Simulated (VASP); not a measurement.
# Y (Fm-3m) in VASP: further runs

Y is run at these levels: PBEsol; tasks: single point, relaxation of cell and atoms.

Program: VASP 6.6.1. These are calculated values, not measurements. Logs are shortened: lines on timing, memory, paths and dates and some standing lists are left out, and cuts for length are marked.

### Step 1. The cell of the first run

The structure is cubic, space group Fm-3m (No. 225). Conventional cell: a = 4.815 Å, b = 4.815 Å, c = 4.815 Å, α = 90.00°, β = 90.00°, γ = 90.00°. Y (site symmetry m-3m) has 12 Y at 3.40 Å within 4.5 Å.

This isn't the form of Y at room conditions, which is hcp.

### Step 2. Single point, PBEsol

INCAR reads:

```
SYSTEM = Y
  PREC = Accurate
  ENCUT = 500
  EDIFF = 1E-6
  ISMEAR = -1
  SIGMA = 0.1
  LREAL = .FALSE.
  LASPH = .TRUE.
  NELM = 120
  ALGO = Normal
  ISIF = 2
  LWAVE = .FALSE.
  LCHARG = .TRUE.
  GGA = PS
  LELF = .TRUE.
  LVHAR = .TRUE.
  NBANDS = 12
  GGA_COMPAT = .FALSE.
```

KPOINTS reads:

```
Automatic mesh
0
G
  8 8 8
  0 0 0
```

POSCAR reads:

```
Y
1.0
    0.0000000000      2.4076383933      2.4076383933
    2.4076383933      0.0000000000      2.4076383933
    2.4076383933      2.4076383933      0.0000000000
Y
1
Direct
    0.0000000000      0.0000000000      0.0000000000
```

Potentials or basis: VASP PAW PBE potentials, release 64 (Y_sv).

Command:

```bash
$ cat potpaw_PBE.64/Y_sv/POTCAR > POTCAR
$ mpirun -np 1 vasp_std > vasp.out
```

OUTCAR:

```text
SYSTEM = Y
   PREC = Accurate
   ENCUT = 500
   EDIFF = 1E-6
   ISMEAR = -1
   LREAL = .FALSE.
   LASPH = .TRUE.
   NELM = 120
   ISIF = 2
   GGA = PS

 ion  position               nearest neighbor table
   1  0.000  0.000  0.000-

  LATTYP: Found a face centered cubic cell.
 ALAT       =     4.8152767866

  Lattice vectors:

 A1 = (   0.0000000000,   2.4076383933,   2.4076383933)
 A2 = (   2.4076383933,   0.0000000000,   2.4076383933)
 A3 = (   2.4076383933,   2.4076383933,   0.0000000000)

Analysis of symmetry for initial positions (statically):
=====================================================================
 Subroutine PRICEL returns:
 Original cell was already a primitive cell.

 Routine SETGRP: Setting up the symmetry group for a
 face centered cubic supercell.

 Subroutine GETGRP returns: Found 48 space group operations
 (whereof 48 operations were pure point group operations)
 out of a pool of 48 trial point group operations.

The static configuration has the point symmetry O_h .

Analysis of symmetry for dynamics (positions and initial velocities):
=====================================================================
 Subroutine PRICEL returns:
 Original cell was already a primitive cell.

 Routine SETGRP: Setting up the symmetry group for a
 face centered cubic supercell.

 Subroutine GETGRP returns: Found 48 space group operations
 (whereof 48 operations were pure point group operations)
 out of a pool of 48 trial point group operations.

The dynamic configuration has the point symmetry O_h .

 Subroutine INISYM returns: Found 48 space group operations
 (whereof 48 operations are pure point group operations),
 and found     1 'primitive' translations

----------------------------------------------------------------------------------------

                                     Primitive cell

  volume of cell :      27.9128

  direct lattice vectors                    reciprocal lattice vectors
     0.000000000  2.407638393  2.407638393    -0.207672382  0.207672382  0.207672382
     2.407638393  0.000000000  2.407638393     0.207672382 -0.207672382  0.207672382
     2.407638393  2.407638393  0.000000000     0.207672382  0.207672382 -0.207672382

  length of vectors
     3.404914869  3.404914869  3.404914869     0.359699117  0.359699117  0.359699117

  position of ions in fractional coordinates (direct lattice)
     0.000000000  0.000000000  0.000000000

  ion indices of the primitive-cell ions
   primitive index   ion index
                 1           1

----------------------------------------------------------------------------------------

 KPOINTS: Automatic mesh

Automatic generation of k-mesh.
 Grid dimensions read from file:
 generate k-points for:    8    8    8

 Generating k-lattice:

  Cartesian coordinates                     Fractional coordinates (reciprocal lattice)
    -0.025959048  0.025959048  0.025959048     0.125000000  0.000000000  0.000000000
     0.025959048 -0.025959048  0.025959048     0.000000000  0.125000000  0.000000000
     0.025959048  0.025959048 -0.025959048     0.000000000  0.000000000  0.125000000

  Length of vectors
     0.044962390  0.044962390  0.044962390

  Shift w.r.t. Gamma in fractional coordinates (k-lattice)
     0.000000000  0.000000000  0.000000000

 Subroutine IBZKPT returns following result:
 ===========================================

 Found     29 irreducible k-points:

 Following reciprocal coordinates:
            Coordinates               Weight
  0.000000  0.000000  0.000000      1.000000
  0.125000  0.000000  0.000000      8.000000
  0.250000  0.000000  0.000000      8.000000
  0.375000  0.000000  0.000000      8.000000
  0.500000  0.000000  0.000000      4.000000
  0.125000  0.125000  0.000000      6.000000
[... 16 lines left out ...]
  0.500000  0.250000  0.125000     48.000000
 -0.375000  0.250000  0.125000     24.000000
 [... further k-points ...]
   k-points           NKPTS =     29   k-points in BZ     NKDIM =     29   number of bands    NBANDS=     12
   number of dos      NEDOS =    301   number of ions     NIONS =      1
   total plane-waves  NPLWV =  21952
   dimension x,y,z NGX =    28 NGY =   28 NGZ =   28
   dimension x,y,z NGXF=    56 NGYF=   56 NGZF=   56
   ions per type =               1
   NGX,Y,Z   is equivalent  to a cutoff of  13.67, 13.67, 13.67 a.u.
   NGXF,Y,Z  is equivalent  to a cutoff of  27.34, 27.34, 27.34 a.u.
 SYSTEM =  Y
   PREC   = accura    normal or accurate (medium, high low for compatibility)
   ISTART =      0    job   : 0-new  1-cont  2-samecut
   ICHARG =      2    charge: 1-file 2-atom 10-const
   ISPIN  =      1    spin polarized calculation?
   LNONCOLLINEAR =      F non collinear calculations
   LSORBIT =      F    spin-orbit coupling
   LASPH  =      T    aspherical Exc in radial PAW
   ENCUT  =  500.0 eV  36.75 Ry    6.06 a.u.   6.21  6.21  6.21*2*pi/ulx,y,z
   NELM   =    120;   NELMIN=  2; NELMDL= -5     # of ELM steps
   EDIFF  = 0.1E-05   stopping-criterion for ELM
   LREAL  =      F    real-space projection
   EDIFFG = 0.1E-04   stopping-criterion for IOM
   NSW    =      0    number of steps for IOM
   IBRION =     -1    ionic relax: 0-MD 1-quasi-New 2-CG
   NFREE  =      0    steps in history (QN), initial steepest desc. (CG)
   ISIF   =      2    stress and relaxation
   ISYM   =      2    0-nonsym 1-usesym 2-fastsym
   POTIM  = 0.5000    time-step for ionic-motion
   TEBEG  =    0.0;   TEEND  =   0.0 temperature during run
   PSTRESS=    0.0 pullay stress
   NELECT =      11.0000    total number of electrons
   NUPDOWN=      -1.0000    fix difference up-down
   EMIN   =  10.00;   EMAX   =-10.00  energy-range for DOS
   EFERMI =   0.00;   METHOD = LEGACY
   ISMEAR =    -1;   SIGMA  =   0.10  broadening in eV -4-tet -1-fermi 0-gaus
   EFERMI_NEDOS =   21; number of points for ismear=-14 and -15
   IALGO  =     38    algorithm
   IMIX   =      4    mixing-type and parameters
     AMIX     =   0.40;   BMIX     =  1.00
     AMIX_MAG =   1.60;   BMIX_MAG =  1.00
  volume/ion in A,a.u.               =      27.91       188.37
  Fermi-wavevector in a.u.,A,eV,Ry     =   1.200248  2.268141 19.600501  1.440596
  Thomas-Fermi vector in A             =   2.336089
   LORBIT       =      0    0 simple, 1 ext, 2 COOP (PROOUT), +10 PAW based schemes
   GGA     = PS    functional components
   LHFCALC =     F    Hartree Fock is set to
   AEXX    =    0.0000 exact exchange contribution
   IVDW    =     0    specifies the selected vdW correction
   LEPSILON=     F    determine dielectric tensor
   LRPA    =     F    only Hartree local field effects (RPA)
 non-spin polarized calculation
  energy-cutoff  :      500.00
  volume of cell :       27.91
 maximum number of plane-waves:       725
 NGX is ok and might be reduce to    28
   NGX = 13   NGY = 13   NGZ = 13

 number of electron      10.9999999 magnetization

 Free energy of the ion-electron system (eV)
  ---------------------------------------------------
  ext. energy  EPLUGINS =         0.00000000
  ---------------------------------------------------
  free energy    TOTEN  =        -6.78693266 eV

  energy without entropy =       -6.74615721  energy(sigma->0) =       -6.76654494

 E-fermi :   3.7308     XC(G=0): -10.1893

 val. band max:        3.6238807517   @ k =  -0.3750   0.2500   0.1250
 cond. band min:       3.7616168895   @ k =   0.2500   0.2500   0.0000
 fundamental gap:      0.1377361378
 Fermi energy:         3.7307943158

 k-point     1 :       0.0000    0.0000    0.0000
  band No.  band energies     occupation
      1     -38.4936      2.00000
      2     -18.0570      2.00000
      3     -18.0570      2.00000
      4     -18.0570      2.00000
      5      -1.2187      2.00000
      6       5.6836      0.00000
      7       5.6836      0.00000
      8       5.6836      0.00000
      9       8.1061      0.00000
     10       8.1061      0.00000
     11      13.1711      0.00000
     12      16.9131      0.00000

 k-point     2 :       0.1250    0.0000    0.0000
  band No.  band energies     occupation
      1     -38.4753      2.00000
      2     -18.2050      2.00000
      3     -18.0748      2.00000
      4     -18.0748      2.00000
      5      -0.7642      2.00000
      6       5.2181      0.00000
      7       5.8776      0.00000
      8       5.8776      0.00000
      9       7.8896      0.00000
     10       7.8896      0.00000
     11      14.1173      0.00000
     12      15.5555      0.00000

 k-point     3 :       0.2500    0.0000    0.0000
  band No.  band energies     occupation
      1     -38.4306      2.00000
      2     -18.5471      2.00000
      3     -18.1174      2.00000
      4     -18.1174      2.00000
      5       0.3494      2.00000
      6       4.5224      0.00073
      7       5.9734      0.00000
      8       5.9734      0.00000
      9       8.0522      0.00000
     10       8.0522      0.00000
     11      13.5171      0.00000
     12      16.5024      0.00000

 k-point     4 :       0.3750    0.0000    0.0000
  band No.  band energies     occupation
      1     -38.3854      2.00000
      2     -18.8702      2.00000
      3     -18.1594      2.00000
      4     -18.1594      2.00000
      5       1.3168      2.00000
      6       4.5302      0.00067
      7       5.6412      0.00000
      8       5.6412      0.00000
      9       9.1484      0.00000
     10       9.1484      0.00000
     11      12.6413      0.00000
     12      15.0865      0.00000

 k-point     5 :       0.5000    0.0000    0.0000
  band No.  band energies     occupation
      1     -38.3665      2.00000
      2     -18.9993      2.00000
      3     -18.1767      2.00000
      4     -18.1767      2.00000
      5       1.5594      2.00000
      6       4.9196      0.00001
      7       5.4695      0.00000
      8       5.4695      0.00000
      9       9.8929      0.00000
     10       9.8929      0.00000
     11      12.9481      0.00000
     12      13.1227      0.00000
[... 228 lines left out ...]
      1     -38.3252      2.00000
      2     -18.9339      2.00000
      3     -18.3875      2.00000
      4     -18.3875      2.00000
      5       1.6196      2.00000
      6       2.5571      1.99998
      7       6.6159      0.00000
      8       9.9112      0.00000
      9      10.4166      0.00000
     10      10.4166      0.00000
     11      12.6303      0.00000
     12      12.6303      0.00000

 k-point    22 :       0.3750    0.2500    0.1250
  band No.  band energies     occupation
      1     -38.3973      2.00000
      2     -18.6256      2.00000
      3     -18.2920      2.00000
      4     -18.1746      2.00000
      5       1.2675      2.00000
      6       3.9052      0.29760
      7       5.1489      0.00000
      8       7.0340      0.00000
      9       7.2049      0.00000
     10       9.5185      0.00000
     11      15.1166      0.00000
     12      17.2165      0.00000

 k-point    23 :       0.5000    0.2500    0.1250
  band No.  band energies     occupation
      1     -38.3609      2.00000
      2     -18.7967      2.00000
      3     -18.3957      2.00000
      4     -18.2270      2.00000
      5       2.2989      2.00000
      6       3.8087      0.62925
      7       4.5181      0.00076
      8       6.6869      0.00000
      9       8.5445      0.00000
     10      10.6880      0.00000
     11      13.4606      0.00000
     12      15.8779      0.00000

 k-point    24 :      -0.3750    0.2500    0.1250
  band No.  band energies     occupation
      1     -38.3458      2.00000
      2     -18.8693      2.00000
      3     -18.4283      2.00000
      4     -18.2555      2.00000
      5       2.6645      1.99995
      6       3.6239      1.48887
      7       4.7802      0.00006
      8       6.4695      0.00000
      9       9.3964      0.00000
     10      11.0675      0.00000
     11      12.1986      0.00000
     12      15.5895      0.00000

 [... further k-points ...]

------------------------ aborting loop because EDIFF is reached ----------------------------------------

  FORCE on cell =-STRESS in cart. coord.  units (eV):
  Direction    XX          YY          ZZ          XY          YZ          ZX
  --------------------------------------------------------------------------------------
  -------------------------------------------------------------------------------------
  Total        0.8354668      0.8354668      0.8354668      0.0000000     -0.0000000      0.0000000
  in kB       47.9552336     47.9552336     47.9552336      0.0000000     -0.0000000      0.0000000
  external PRESSURE =      47.9552336 kB  Pullay stress =       0.0000000 kB

 VOLUME and BASIS-vectors are now :
 -----------------------------------------------------------------------------
  energy-cutoff  :      500.00
  volume of cell :       27.91
      direct lattice vectors                 reciprocal lattice vectors
     0.000000000  2.407638393  2.407638393    -0.207672382  0.207672382  0.207672382
     2.407638393  0.000000000  2.407638393     0.207672382 -0.207672382  0.207672382
     2.407638393  2.407638393  0.000000000     0.207672382  0.207672382 -0.207672382

 POSITION                                       TOTAL-FORCE (eV/Angst)
 -----------------------------------------------------------------------------------
      0.00000      0.00000      0.00000         0.000000      0.000000      0.000000
 -----------------------------------------------------------------------------------
    total drift:                                0.000000     -0.000000     -0.000000

  FREE ENERGIE OF THE ION-ELECTRON SYSTEM (eV)
  ---------------------------------------------------
  free  energy   TOTEN  =        -6.7869326629 eV

  energy  without entropy=       -6.7461572085  energy(sigma->0) =       -6.76654494
```

Wall time 12 s (1 thread of Intel Xeon Platinum 8259CL at 2.50GHz (Skylake/Cascade Lake), shared host); peak memory 0.17 GiB.

What came out:

```yaml
Free_energy: -6.7869 eV
Pressure: 4.8 GPa
Band_gap_on_the_k_mesh: zero (an odd number of electrons rules out a gap without spin polarisation)
```

Caveat: the cell stands under pressure; the PAW data sets were made with another functional, which shifts forces and pressure a little.

(Part 1 of 2 ends here.)
